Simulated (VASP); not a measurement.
# Pb (Fm-3m) in VASP: further runs

The runs below take Pb through electric field gradients, with PBE.

Program: VASP 6.6.1. These are calculated values, not measurements. Logs are shortened: lines on timing, memory, paths and dates and some standing lists are left out, and cuts for length are marked.

**1. The cell of the first run**

The structure is cubic, space group Fm-3m (No. 225). The conventional cell has a = 4.873 Å, b = 4.873 Å, c = 4.873 Å, α = 90.00°, β = 90.00°, γ = 90.00°. Within 4.5 Å of Pb (site symmetry m-3m) lie 12 Pb at 3.45 Å.

**2. Electric field gradients, PBE (volume scaled by 0.96)**

INCAR

```
SYSTEM = Pb
PREC = Accurate ; ENCUT = 520
EDIFF = 1E-8 ; ISMEAR = -1
SIGMA = 0.08 ; LREAL = .False.
LASPH = .True. ; NELM = 80
ALGO = Normal ; ISIF = 2
LWAVE = .False. ; LCHARG = .False.
GGA = PE ; LEFG = .True.
NBANDS = 13
```

KPOINTS

```
regular mesh
0
Gamma
  13 13 13
  0 0 0
```

POSCAR

```
Pb
1.0
    0.0000000000      2.4364202325      2.4364202325
    2.4364202325      0.0000000000      2.4364202325
    2.4364202325      2.4364202325      0.0000000000
Pb
1
Direct
    0.0000000000      0.0000000000      0.0000000000
```

Potentials or basis: VASP PAW PBE potentials, release 64 (Pb_d).

Command:

```console
$ cat potpaw_PBE.64/Pb_d/POTCAR > POTCAR
$ mpirun -np 1 vasp_std > vasp.out
```

OUTCAR:

```text
SYSTEM = Pb
   PREC = Accurate
   ENCUT = 520
   EDIFF = 1E-8
   ISMEAR = -1
   LREAL = .False.
   LASPH = .True.
   NELM = 80
   ISIF = 2
   GGA = PE

 ion  position               nearest neighbor table
   1  0.000  0.000  0.000-

  LATTYP: Found a face centered cubic cell.
 ALAT       =     4.8728404650

  Lattice vectors:

 A1 = (   0.0000000000,   2.4364202325,   2.4364202325)
 A2 = (   2.4364202325,   0.0000000000,   2.4364202325)
 A3 = (   2.4364202325,   2.4364202325,   0.0000000000)

Analysis of symmetry for initial positions (statically):
=====================================================================
 Subroutine PRICEL returns:
 Original cell was already a primitive cell.

 Routine SETGRP: Setting up the symmetry group for a
 face centered cubic supercell.

 Subroutine GETGRP returns: Found 48 space group operations
[... 9 lines left out ...]

 Routine SETGRP: Setting up the symmetry group for a
 face centered cubic supercell.

 Subroutine GETGRP returns: Found 48 space group operations
[... 11 lines left out ...]
                                     Primitive cell

  volume of cell :      28.9259

  direct lattice vectors                    reciprocal lattice vectors
     0.000000000  2.436420233  2.436420233    -0.205219113  0.205219113  0.205219113
     2.436420233  0.000000000  2.436420233     0.205219113 -0.205219113  0.205219113
     2.436420233  2.436420233  0.000000000     0.205219113  0.205219113 -0.205219113

  length of vectors
     3.445618536  3.445618536  3.445618536     0.355449931  0.355449931  0.355449931

  position of ions in fractional coordinates (direct lattice)
     0.000000000  0.000000000  0.000000000

  ion indices of the primitive-cell ions
   primitive index   ion index
                 1           1

----------------------------------------------------------------------------------------

 KPOINTS: regular mesh

Automatic generation of k-mesh.
 Grid dimensions read from file:
 generate k-points for:   13   13   13

 Generating k-lattice:

  Cartesian coordinates                     Fractional coordinates (reciprocal lattice)
    -0.015786086  0.015786086  0.015786086     0.076923077  0.000000000  0.000000000
     0.015786086 -0.015786086  0.015786086     0.000000000  0.076923077  0.000000000
     0.015786086  0.015786086 -0.015786086     0.000000000  0.000000000  0.076923077

  Length of vectors
     0.027342302  0.027342302  0.027342302

  Shift w.r.t. Gamma in fractional coordinates (k-lattice)
     0.000000000  0.000000000  0.000000000

 Subroutine IBZKPT returns following result:
 ===========================================

 Found     84 irreducible k-points:

 Following reciprocal coordinates:
            Coordinates               Weight
  0.000000  0.000000  0.000000      1.000000
  0.076923  0.000000  0.000000      8.000000
  0.153846  0.000000  0.000000      8.000000
  0.230769  0.000000  0.000000      8.000000
  0.307692  0.000000  0.000000      8.000000
  0.384615  0.000000  0.000000      8.000000
[... 16 lines left out ...]
  0.384615  0.153846  0.000000     24.000000
  0.461538  0.153846  0.000000     24.000000
 [... further k-points ...]
   k-points           NKPTS =     84   k-points in BZ     NKDIM =     84   number of bands    NBANDS=     13
   number of dos      NEDOS =    301   number of ions     NIONS =      1
   total plane-waves  NPLWV =  21952
   dimension x,y,z NGX =    28 NGY =   28 NGZ =   28
   dimension x,y,z NGXF=    56 NGYF=   56 NGZF=   56
   ions per type =               1
   NGX,Y,Z   is equivalent  to a cutoff of  13.51, 13.51, 13.51 a.u.
   NGXF,Y,Z  is equivalent  to a cutoff of  27.02, 27.02, 27.02 a.u.
 SYSTEM =  Pb
   PREC   = accura    normal or accurate (medium, high low for compatibility)
   ISTART =      0    job   : 0-new  1-cont  2-samecut
   ICHARG =      2    charge: 1-file 2-atom 10-const
   ISPIN  =      1    spin polarized calculation?
   LNONCOLLINEAR =      F non collinear calculations
   LSORBIT =      F    spin-orbit coupling
   LASPH  =      T    aspherical Exc in radial PAW
   ENCUT  =  520.0 eV  38.22 Ry    6.18 a.u.   6.41  6.41  6.41*2*pi/ulx,y,z
   NELM   =     80;   NELMIN=  2; NELMDL= -5     # of ELM steps
   EDIFF  = 0.1E-07   stopping-criterion for ELM
   LREAL  =      F    real-space projection
   EDIFFG = 0.1E-06   stopping-criterion for IOM
   NSW    =      0    number of steps for IOM
   IBRION =     -1    ionic relax: 0-MD 1-quasi-New 2-CG
   NFREE  =      0    steps in history (QN), initial steepest desc. (CG)
   ISIF   =      2    stress and relaxation
   ISYM   =      2    0-nonsym 1-usesym 2-fastsym
   POTIM  = 0.5000    time-step for ionic-motion
   TEBEG  =    0.0;   TEEND  =   0.0 temperature during run
   PSTRESS=    0.0 pullay stress
   NELECT =      14.0000    total number of electrons
   NUPDOWN=      -1.0000    fix difference up-down
   EMIN   =  10.00;   EMAX   =-10.00  energy-range for DOS
   EFERMI =   0.00;   METHOD = LEGACY
   ISMEAR =    -1;   SIGMA  =   0.08  broadening in eV -4-tet -1-fermi 0-gaus
   EFERMI_NEDOS =   21; number of points for ismear=-14 and -15
   IALGO  =     38    algorithm
   IMIX   =      4    mixing-type and parameters
     AMIX     =   0.40;   BMIX     =  1.00
     AMIX_MAG =   1.60;   BMIX_MAG =  1.00
  volume/ion in A,a.u.               =      28.93       195.20
  Fermi-wavevector in a.u.,A,eV,Ry     =   1.285352  2.428963 22.478580  1.652129
  Thomas-Fermi vector in A             =   2.417491
   LORBIT       =      0    0 simple, 1 ext, 2 COOP (PROOUT), +10 PAW based schemes
   GGA     = PE    functional components
   LHFCALC =     F    Hartree Fock is set to
   AEXX    =    0.0000 exact exchange contribution
   IVDW    =     0    specifies the selected vdW correction
   LEPSILON=     F    determine dielectric tensor
   LRPA    =     F    only Hartree local field effects (RPA)
 non-spin polarized calculation
  energy-cutoff  :      520.00
  volume of cell :       28.93
 maximum number of plane-waves:       794
 NGX is ok and might be reduce to    28
   NGX = 13   NGY = 13   NGZ = 13

 number of electron      13.9999999 magnetization

 Free energy of the ion-electron system (eV)
  ---------------------------------------------------
  ext. energy  EPLUGINS =         0.00000000
  ---------------------------------------------------
  free energy    TOTEN  =        -3.52343390 eV

  energy without entropy =       -3.51232110  energy(sigma->0) =       -3.51787750

 E-fermi :   7.9186     XC(G=0): -10.4133

 val. band max:        7.8199560371   @ k =  -0.3846   0.3077   0.0769
 cond. band min:       7.9296819140   @ k =  -0.2308   0.1538   0.0000
 fundamental gap:      0.1097258769
 Fermi energy:         7.9185767705

 k-point     1 :       0.0000    0.0000    0.0000
  band No.  band energies     occupation
      1      -9.2878      2.00000
      2      -9.2878      2.00000
      3      -9.2878      2.00000
      4      -9.1265      2.00000
      5      -9.1265      2.00000
      6      -4.2609      2.00000
      7      15.6199      0.00000
      8      15.6199      0.00000
      9      15.6199      0.00000
     10      17.6112      0.00000
     11      19.7703      0.00000
     12      20.6639      0.00000
     13      20.6639      0.00000

 k-point     2 :       0.0769    0.0000    0.0000
  band No.  band energies     occupation
      1      -9.2883      2.00000
      2      -9.2780      2.00000
      3      -9.2780      2.00000
      4      -9.1273      2.00000
      5      -9.1273      2.00000
      6      -4.1412      2.00000
      7      14.2100      0.00000
      8      15.4699      0.00000
      9      15.4699      0.00000
     10      17.4045      0.00000
     11      20.2931      0.00000
     12      20.9292      0.00000
     13      20.9292      0.00000

 k-point     3 :       0.1538    0.0000    0.0000
  band No.  band energies     occupation
      1      -9.2911      2.00000
      2      -9.2571      2.00000
      3      -9.2571      2.00000
      4      -9.1229      2.00000
      5      -9.1229      2.00000
      6      -3.7811      2.00000
      7      11.7407      0.00000
      8      15.0972      0.00000
      9      15.0972      0.00000
     10      17.1766      0.00000
     11      20.7750      0.00000
     12      21.4246      0.00000
     13      21.4300      0.00000

 k-point     4 :       0.2308    0.0000    0.0000
  band No.  band energies     occupation
      1      -9.2982      2.00000
      2      -9.2467      2.00000
      3      -9.2467      2.00000
      4      -9.0970      2.00000
      5      -9.0970      2.00000
      6      -3.1816      2.00000
      7       9.2532      0.00000
      8      14.6401      0.00000
      9      14.6401      0.00000
     10      17.0151      0.00000
     11      19.7993      0.00000
     12      20.6567      0.00000
     13      20.6567      0.00000

 k-point     5 :       0.3077    0.0000    0.0000
  band No.  band energies     occupation
      1      -9.3093      2.00000
      2      -9.2539      2.00000
      3      -9.2539      2.00000
      4      -9.0502      2.00000
      5      -9.0502      2.00000
      6      -2.3587      2.00000
      7       6.9572      1.99999
      8      14.2070      0.00000
      9      14.2070      0.00000
     10      16.9464      0.00000
     11      18.8948      0.00000
     12      20.0021      0.00000
     13      20.0021      0.00000
[... 257 lines left out ...]
 k-point    22 :       0.3077    0.1538    0.0000
  band No.  band energies     occupation
      1      -9.3418      2.00000
      2      -9.2278      2.00000
      3      -9.1821      2.00000
      4      -9.1325      2.00000
      5      -9.0340      2.00000
      6      -2.5111      2.00000
      7       8.6711      0.00016
      8      12.5356      0.00000
      9      12.6860      0.00000
     10      16.1035      0.00000
     11      18.1600      0.00000
     12      22.2283      0.00000
     13      22.5893      0.00000

 k-point    23 :       0.3846    0.1538    0.0000
  band No.  band energies     occupation
      1      -9.3367      2.00000
      2      -9.2431      2.00000
      3      -9.1921      2.00000
      4      -9.0965      2.00000
      5      -8.9924      2.00000
      6      -1.6393      2.00000
      7       6.5744      2.00000
      8      11.9333      0.00000
      9      12.3253      0.00000
     10      15.7329      0.00000
     11      19.6975      0.00000
     12      21.5219      0.00000
     13      21.9252      0.00000

 k-point    24 :       0.4615    0.1538    0.0000
  band No.  band energies     occupation
      1      -9.3302      2.00000
      2      -9.2511      2.00000
      3      -9.2053      2.00000
      4      -9.0627      2.00000
      5      -8.9697      2.00000
      6      -0.6801      2.00000
      7       4.8369      2.00000
      8      11.2385      0.00000
      9      12.3610      0.00000
     10      15.6180      0.00000
     11      20.4638      0.00000
     12      21.2996      0.00000
     13      21.8876      0.00000

 [... further k-points ...]
[... 5 lines left out ...]
  --------------------------------------------------------------------------------------
  -------------------------------------------------------------------------------------
  Total        0.9049069      0.9049069      0.9049069     -0.0000000     -0.0000000      0.0000000
  in kB       50.1219415     50.1219415     50.1219415     -0.0000000     -0.0000000      0.0000000
  external PRESSURE =      50.1219415 kB  Pullay stress =       0.0000000 kB

 VOLUME and BASIS-vectors are now :
 -----------------------------------------------------------------------------
  energy-cutoff  :      520.00
  volume of cell :       28.93
      direct lattice vectors                 reciprocal lattice vectors
     0.000000000  2.436420233  2.436420233    -0.205219113  0.205219113  0.205219113
     2.436420233  0.000000000  2.436420233     0.205219113 -0.205219113  0.205219113
     2.436420233  2.436420233  0.000000000     0.205219113  0.205219113 -0.205219113

 POSITION                                       TOTAL-FORCE (eV/Angst)
 -----------------------------------------------------------------------------------
      0.00000      0.00000      0.00000         0.000000     -0.000000      0.000000
 -----------------------------------------------------------------------------------
    total drift:                               -0.000000     -0.000000     -0.000000

  FREE ENERGIE OF THE ION-ELECTRON SYSTEM (eV)
  ---------------------------------------------------
  free  energy   TOTEN  =        -3.5234339023 eV

  energy  without entropy=       -3.5123210961  energy(sigma->0) =       -3.51787750

 Electric field gradients (V/A^2)
---------------------------------------------------------------------
 ion       V_xx      V_yy      V_zz      V_xy      V_xz      V_yz
---------------------------------------------------------------------
   1       0.000    -0.000    -0.000     0.001     0.001     0.001
---------------------------------------------------------------------

 Electric field gradients after diagonalization (V/A^2)
 (convention: |V_zz| > |V_xx| > |V_yy|)
----------------------------------------------------------------------
 ion       V_xx      V_yy      V_zz     asymmetry (V_yy - V_xx)/ V_zz
----------------------------------------------------------------------
   1      -0.001    -0.001     0.001       0.000
----------------------------------------------------------------------

           NMR quadrupolar parameters

 Cq : quadrupolar parameter    Cq=e*Q*V_zz/h
 eta: asymmetry parameters     (V_yy - V_xx)/ V_zz
 Q  : nuclear electric quadrupole moment in mb (millibarn)
----------------------------------------------------------------------
 ion       Cq(MHz)       eta       Q (mb)
----------------------------------------------------------------------
   1       0.000       0.000       1.000
----------------------------------------------------------------------
```

Run time: 65 s. Hardware: 1 thread of Intel Xeon 6975P-C, shared host; peak memory 0.18 GiB.

Results:

```
Free energy            : -3.5234 eV
Pressure               : 5.0 GPa
Band gap on the k mesh : zero (band 7 reaches 15.62 eV, above the bottom of band 8 at 6.06 eV)
```

Caveat: without QUAD_EFG the Cq values of the log hold for a quadrupole moment of 1 mb, not for the nuclei; spin-orbit coupling is left out, which moves the levels of the heavy elements.

(Continued in part 2 of 2.)
